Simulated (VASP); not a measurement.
# ZnS (P6_3mc) in VASP: single point with HSE06

Aim: the single point of ZnS with HSE06.

Program: VASP 6.6.1. These are calculated values, not measurements. Logs are shortened: lines on timing, memory, paths and dates and some standing lists are left out, and cuts for length are marked.

### 1 The cell of the first run

The structure is hexagonal, space group P6_3mc (No. 186). The conventional cell has a = 3.808 Å, b = 3.808 Å, c = 12.466 Å, α = 90.00°, β = 90.00°, γ = 120.00°. Within 3.1 Å of Zn (site symmetry 3m) lie 4 S at 2.33 Å. Zn (site symmetry 3m) has 4 S at 2.33 to 2.34 Å within 3.1 Å. S (site symmetry 3m) has 4 Zn at 2.33 Å within 3.1 Å. Within 3.1 Å of S (site symmetry 3m) lie 4 Zn at 2.33 to 2.34 Å.

### 2 Single point, HSE06

POSCAR reads:

```
ZnS
1.0
    3.8076113006      0.0000000000      0.0000000000
   -1.9038056503      3.2974881140      0.0000000000
    0.0000000000      0.0000000000     12.4658238808
Zn S
4 4
Direct
    0.0000000000      0.0000000000      0.0001052062
    0.3333333333      0.6666666667      0.2500673645
    0.0000000000      0.0000000000      0.5001052062
    0.6666666667      0.3333333333      0.7500673645
    0.0000000000      0.0000000000      0.1872391008
    0.3333333333      0.6666666667      0.4375883287
    0.0000000000      0.0000000000      0.6872391008
    0.6666666667      0.3333333333      0.9375883287
```

INCAR.step1 reads:

```
PREC = Accurate ; ENCUT = 520
EDIFF = 1E-5 ; ISMEAR = 0
SIGMA = 0.01 ; LREAL = False
LASPH = True ; NELM = 60
ALGO = Normal ; ISIF = 2
LWAVE = True ; LCHARG = False
GGA = PE ; NBANDS = 46
KPAR = 8
```

INCAR.step2 reads:

```
PREC = Accurate ; ENCUT = 520
EDIFF = 1E-6 ; ISMEAR = 0
SIGMA = 0.01 ; LREAL = False
LASPH = True ; NELM = 60
ALGO = Normal ; ISIF = 2
LWAVE = False ; LCHARG = False
GGA = PE ; LHFCALC = True
HFSCREEN = 0.2079 ; PRECFOCK = Fast
ISTART = 1 ; NBANDS = 46
KPAR = 8
```

KPOINTS reads:

```
Automatic mesh
0
Gamma
  6 6 2
```

Potentials or basis: VASP PAW PBE potentials, release 64 (Zn, S).

Command:

```console
> cat potpaw_PBE.64/Zn/POTCAR potpaw_PBE.64/S/POTCAR > POTCAR
> cp INCAR.step1 INCAR
> mpirun -np 8 vasp_std > vasp.out
> cp INCAR.step2 INCAR
> mpirun -np 8 vasp_std > vasp.out
```

OUTCAR:

```text
PREC = Accurate
   ENCUT = 520
   EDIFF = 1E-6
   ISMEAR = 0
   LREAL = False
   LASPH = True
   NELM = 60
   ISIF = 2
   GGA = PE
   LHFCALC = True
   HFSCREEN = 0.2079
   PRECFOCK = Fast
   ISTART = 1

 ion  position               nearest neighbor table
   1  0.000  0.000  0.000-   8 2.33   8 2.33   8 2.33   5 2.33
   2  0.333  0.667  0.250-   5 2.33   5 2.33   5 2.33   6 2.34
   3  0.000  0.000  0.500-   6 2.33   6 2.33   6 2.33   7 2.33
   4  0.667  0.333  0.750-   7 2.33   7 2.33   7 2.33   8 2.34
   5  0.000  0.000  0.187-   1 2.33   2 2.33   2 2.33   2 2.33
   6  0.333  0.667  0.438-   3 2.33   3 2.33   3 2.33   2 2.34
   7  0.000  0.000  0.687-   3 2.33   4 2.33   4 2.33   4 2.33
   8  0.667  0.333  0.938-   1 2.33   1 2.33   1 2.33   4 2.34

  LATTYP: Found a hexagonal cell.
 ALAT       =     3.8076113006
 C/A-ratio  =     3.2739223877

  Lattice vectors:

 A1 = (   3.8076113006,   0.0000000000,   0.0000000000)
 A2 = (  -1.9038056503,   3.2974881140,   0.0000000000)
 A3 = (   0.0000000000,   0.0000000000,  12.4658238808)

Analysis of symmetry for initial positions (statically):
=====================================================================
 Subroutine PRICEL returns:
 Original cell was already a primitive cell.

 Routine SETGRP: Setting up the symmetry group for a
 hexagonal supercell.

 Subroutine GETGRP returns: Found 12 space group operations
 (whereof  6 operations were pure point group operations)
 out of a pool of 24 trial point group operations.

The static configuration has the point symmetry C_3v.
 The point group associated with its full space group is C_6v.

Analysis of symmetry for dynamics (positions and initial velocities):
=====================================================================
 Subroutine PRICEL returns:
 Original cell was already a primitive cell.

 Routine SETGRP: Setting up the symmetry group for a
 hexagonal supercell.

 Subroutine GETGRP returns: Found 12 space group operations
 (whereof  6 operations were pure point group operations)
 out of a pool of 24 trial point group operations.

The dynamic configuration has the point symmetry C_3v.
 The point group associated with its full space group is C_6v.

 Subroutine INISYM returns: Found 12 space group operations
 (whereof  6 operations are pure point group operations),
 and found     1 'primitive' translations

----------------------------------------------------------------------------------------

                                     Primitive cell

  volume of cell :     156.5153

  direct lattice vectors                    reciprocal lattice vectors
     3.807611301  0.000000000  0.000000000     0.262631850  0.151630569  0.000000000
    -1.903805650  3.297488114  0.000000000     0.000000000  0.303261139  0.000000000
     0.000000000  0.000000000 12.465823881     0.000000000  0.000000000  0.080219327

  length of vectors
     3.807611301  3.807611301 12.465823881     0.303261139  0.303261139  0.080219327

  position of ions in fractional coordinates (direct lattice)
     0.000000000  0.000000000  0.000105206
     0.333333333  0.666666667  0.250067364
     0.000000000  0.000000000  0.500105206
     0.666666667  0.333333333  0.750067364
     0.000000000  0.000000000  0.187239101
     0.333333333  0.666666667  0.437588329
     0.000000000  0.000000000  0.687239101
     0.666666667  0.333333333  0.937588329

  ion indices of the primitive-cell ions
   primitive index   ion index
                 1           1
                 2           2
                 3           3
                 4           4
                 5           5
                 6           6
                 7           7
                 8           8

----------------------------------------------------------------------------------------

 KPOINTS: Automatic mesh

Automatic generation of k-mesh.
 Grid dimensions read from file:
 generate k-points for:    6    6    2

 Generating k-lattice:

  Cartesian coordinates                     Fractional coordinates (reciprocal lattice)
     0.043771975  0.025271762  0.000000000     0.166666667  0.000000000  0.000000000
     0.000000000  0.050543523  0.000000000     0.000000000  0.166666667  0.000000000
     0.000000000  0.000000000  0.040109663     0.000000000  0.000000000  0.500000000

  Length of vectors
     0.050543523  0.050543523  0.040109663

  Shift w.r.t. Gamma in fractional coordinates (k-lattice)
     0.000000000  0.000000000  0.000000000

 Subroutine IBZKPT returns following result:
 ===========================================

 Found     14 irreducible k-points:

 Following reciprocal coordinates:
            Coordinates               Weight
  0.000000  0.000000  0.000000      1.000000
  0.166667 -0.000000  0.000000      6.000000
  0.333333 -0.000000  0.000000      6.000000
  0.500000 -0.000000  0.000000      3.000000
  0.166667  0.166667  0.000000      6.000000
  0.333333  0.166667  0.000000     12.000000
  0.333333  0.333333  0.000000      2.000000
  0.000000  0.000000  0.500000      1.000000
  0.166667 -0.000000  0.500000      6.000000
  0.333333 -0.000000  0.500000      6.000000
  0.500000 -0.000000  0.500000      3.000000
  0.166667  0.166667  0.500000      6.000000
  0.333333  0.166667  0.500000     12.000000
  0.333333  0.333333  0.500000      2.000000
   k-points           NKPTS =     14   k-points in BZ     NKDIM =     72   number of bands    NBANDS=     46
   number of dos      NEDOS =    301   number of ions     NIONS =      8
   total plane-waves  NPLWV =  75264
   dimension x,y,z NGX =    28 NGY =   28 NGZ =   96
   dimension x,y,z NGXF=    56 NGYF=   56 NGZF=  192
   ions per type =               4   4
   NGX,Y,Z   is equivalent  to a cutoff of  12.23, 12.23, 12.80 a.u.
   NGXF,Y,Z  is equivalent  to a cutoff of  24.45, 24.45, 25.61 a.u.
 SYSTEM =  unknown system
   PREC   = accura    normal or accurate (medium, high low for compatibility)
   ISTART =      1    job   : 0-new  1-cont  2-samecut
   ICHARG =      0    charge: 1-file 2-atom 10-const
   ISPIN  =      1    spin polarized calculation?
   LNONCOLLINEAR =      F non collinear calculations
   LSORBIT =      F    spin-orbit coupling
   LASPH  =      T    aspherical Exc in radial PAW
   ENCUT  =  520.0 eV  38.22 Ry    6.18 a.u.   7.08  7.08 23.18*2*pi/ulx,y,z
   NELM   =     60;   NELMIN=  2; NELMDL=  0     # of ELM steps
   EDIFF  = 0.1E-05   stopping-criterion for ELM
   LREAL  =      F    real-space projection
   EDIFFG = 0.1E-04   stopping-criterion for IOM
   NSW    =      0    number of steps for IOM
   IBRION =     -1    ionic relax: 0-MD 1-quasi-New 2-CG
   NFREE  =      0    steps in history (QN), initial steepest desc. (CG)
   ISIF   =      2    stress and relaxation
   ISYM   =      3    0-nonsym 1-usesym 2-fastsym
   POTIM  = 0.5000    time-step for ionic-motion
   TEBEG  =    0.0;   TEEND  =   0.0 temperature during run
   PSTRESS=    0.0 pullay stress
   NELECT =      72.0000    total number of electrons
   NUPDOWN=      -1.0000    fix difference up-down
   EMIN   =  10.00;   EMAX   =-10.00  energy-range for DOS
   EFERMI =   0.00;   METHOD = LEGACY
   ISMEAR =     0;   SIGMA  =   0.01  broadening in eV -4-tet -1-fermi 0-gaus
   EFERMI_NEDOS =   21; number of points for ismear=-14 and -15
   IALGO  =     38    algorithm
   IMIX   =      1    mixing-type and parameters
     AMIX     =   0.40;   BMIX     =  1.00
     AMIX_MAG =   1.60;   BMIX_MAG =  1.00
  volume/ion in A,a.u.               =      19.56       132.03
  Fermi-wavevector in a.u.,A,eV,Ry     =   1.263766  2.388172 21.729931  1.597105
  Thomas-Fermi vector in A             =   2.397106
   LORBIT       =      0    0 simple, 1 ext, 2 COOP (PROOUT), +10 PAW based schemes
   GGA     = PE    functional components
   LHFCALC =     T    Hartree Fock is set to
   PRECFOCK=fast      Normal, Fast or Accurate (Low or Medium for compatibility)
   ENCUT4O =  -1.0   cutoff for four orbital integrals eV
   NKREDX  =     1    reduce k-point grid by
   NKREDY  =     1    reduce k-point grid by
   NKREDZ  =     1    reduce k-point grid by
   AEXX    =    0.2500 exact exchange contribution
   HFSCREEN=    0.2079 screening length (either q_TF or 0.3 A-1)
   HFSCREENC=   0.2079 screening length for correlation (either q_TF or 0.3 A-1)
   ENCUTFOCK=  -1.0 apply spherical cutoff to Coloumb kernel
   IVDW    =     0    specifies the selected vdW correction
   LEPSILON=     F    determine dielectric tensor
   LRPA    =     F    only Hartree local field effects (RPA)
 non-spin polarized calculation
 Gauss-broadening in eV      SIGMA  =   0.01
  energy-cutoff  :      520.00
  volume of cell :      156.52
 maximum number of plane-waves:      4239
  NGX = 16; NGY = 16; NGZ = 54

 number of electron      71.9999975 magnetization

 Free energy of the ion-electron system (eV)
  ---------------------------------------------------
  ext. energy  EPLUGINS =         0.00000000
  ---------------------------------------------------
  free energy    TOTEN  =       -33.47735162 eV

  energy without entropy =      -33.47735162  energy(sigma->0) =      -33.47735162

 E-fermi :   1.5271     XC(G=0):  -8.0003

 val. band max:        1.4711743419   @ k =   0.0000   0.0000   0.0000
 cond. band min:       4.8715565078   @ k =   0.0000   0.0000   0.0000
 fundamental gap:      3.4003821659
 Fermi energy:         1.5271312031

 k-point     1 :       0.0000    0.0000    0.0000
  band No.  band energies     occupation
      1     -12.9291      2.00000
      2     -12.4729      2.00000
      3     -12.4622      2.00000
      4     -11.9241      2.00000
      5      -6.4120      2.00000
      6      -6.4052      2.00000
[... 38 lines left out ...]
     45       9.3887      0.00000
     46       9.6197      0.00000

 k-point     2 :       0.1667   -0.0000    0.0000
  band No.  band energies     occupation
      1     -12.7305      2.00000
      2     -12.3115      2.00000
      3     -12.3006      2.00000
      4     -11.8195      2.00000
      5      -6.3896      2.00000
      6      -6.3807      2.00000
[... 38 lines left out ...]
     45       9.5595      0.00000
     46       9.5857      0.00000

 k-point     3 :       0.3333   -0.0000    0.0000
  band No.  band energies     occupation
      1     -12.2567      2.00000
      2     -11.9583      2.00000
      3     -11.9479      2.00000
      4     -11.6332      2.00000
      5      -6.3528      2.00000
      6      -6.3182      2.00000
[... 38 lines left out ...]
     45       9.7725      0.00000
     46      10.3158      0.00000

 k-point     4 :       0.5000   -0.0000    0.0000
  band No.  band energies     occupation
      1     -11.9305      2.00000
      2     -11.7646      2.00000
      3     -11.7580      2.00000
      4     -11.5915      2.00000
      5      -6.3490      2.00000
      6      -6.3161      2.00000
[... 430 lines left out ...]
     45       9.7846      0.00000
     46       9.7846      0.00000

 k-point    13 :       0.3333    0.1667    0.5000
  band No.  band energies     occupation
      1     -11.8935      2.00000
      2     -11.8935      2.00000
      3     -11.6373      2.00000
      4     -11.6373      2.00000
      5      -6.3102      2.00000
      6      -6.3102      2.00000
[... 38 lines left out ...]
     45      10.1271      0.00000
     46      10.1271      0.00000

 k-point    14 :       0.3333    0.3333    0.5000
  band No.  band energies     occupation
      1     -11.6801      2.00000
      2     -11.6801      2.00000
      3     -11.6647      2.00000
      4     -11.6647      2.00000
      5      -6.3130      2.00000
      6      -6.3130      2.00000
[... 38 lines left out ...]
     45      10.3726      0.00000
     46      10.3726      0.00000

------------------------ aborting loop because EDIFF is reached ----------------------------------------

  FORCE on cell =-STRESS in cart. coord.  units (eV):
  Direction    XX          YY          ZZ          XY          YZ          ZX
  --------------------------------------------------------------------------------------
  -------------------------------------------------------------------------------------
  Total        1.6164485      1.6164485      1.5327721      0.0000000      0.0000000      0.0000000
  in kB       16.5468612     16.5468612     15.6903028      0.0000000      0.0000000      0.0000000
  external PRESSURE =      16.2613418 kB  Pullay stress =       0.0000000 kB

 VOLUME and BASIS-vectors are now :
 -----------------------------------------------------------------------------
  energy-cutoff  :      520.00
  volume of cell :      156.52
      direct lattice vectors                 reciprocal lattice vectors
     3.807611301  0.000000000  0.000000000     0.262631850  0.151630569  0.000000000
    -1.903805650  3.297488114  0.000000000     0.000000000  0.303261139  0.000000000
     0.000000000  0.000000000 12.465823881     0.000000000  0.000000000  0.080219327

 POSITION                                       TOTAL-FORCE (eV/Angst)
 -----------------------------------------------------------------------------------
      0.00000      0.00000      0.00131         0.000000      0.000000     -0.005331
     -0.00000      2.19833      3.11730        -0.000000     -0.000000      0.005010
      0.00000      0.00000      6.23422        -0.000000     -0.000000     -0.005331
      1.90381      1.09916      9.35021         0.000000     -0.000000      0.005010
      0.00000      0.00000      2.33409        -0.000000     -0.000000      0.003163
     -0.00000      2.19833      5.45490        -0.000000      0.000000     -0.002842
      0.00000      0.00000      8.56700         0.000000     -0.000000      0.003163
      1.90381      1.09916     11.68781         0.000000     -0.000000     -0.002842
 -----------------------------------------------------------------------------------
    total drift:                               -0.000002     -0.000002     -0.000362

  FREE ENERGIE OF THE ION-ELECTRON SYSTEM (eV)
  ---------------------------------------------------
  free  energy   TOTEN  =       -33.4773516206 eV

  energy  without entropy=      -33.4773516206  energy(sigma->0) =      -33.47735162
```

It took 31 min on 8 MPI ranks of Intel Xeon Platinum 8488C (Sapphire Rapids), shared host; peak memory 0.46 GiB.

Results:

| Quantity | Value |
| --- | --- |
| Free energy | -33.4774 eV |
| Pressure | 1.6 GPa |
| Largest force | 0.005 eV/Å |
| Band gap on the k mesh | 3.40 eV |

Forces on the atoms (eV/Å):
```
Zn   0.000  0.000 -0.005
Zn   0.000  0.000  0.005
Zn   0.000  0.000 -0.005
Zn   0.000  0.000  0.005
S    0.000  0.000  0.003
S    0.000  0.000 -0.003
S    0.000  0.000  0.003
S    0.000  0.000 -0.003
```

Stress tensor (GPa, compression positive):
```
1.65 0.00 0.00
0.00 1.65 0.00
0.00 0.00 1.57
```

Levels at points of the mesh, in eV from the valence-band top:
```
           k point  band 34  band 35  band 36  band 37  band 38  band 39
(0.00, 0.00, 0.00)    -0.04     0.00     0.00     3.40     4.44     4.67
(0.50, 0.00, 0.00)    -1.70    -1.19    -0.94     4.43     4.45     4.91
(0.00, 0.00, 0.50)    -0.15    -0.15    -0.15     4.24     4.24     4.58
(0.50, 0.00, 0.50)    -1.61    -1.18    -1.18     4.81     4.81     5.21
```

Caveat: the PAW data sets were made with another functional, which shifts forces and pressure a little.
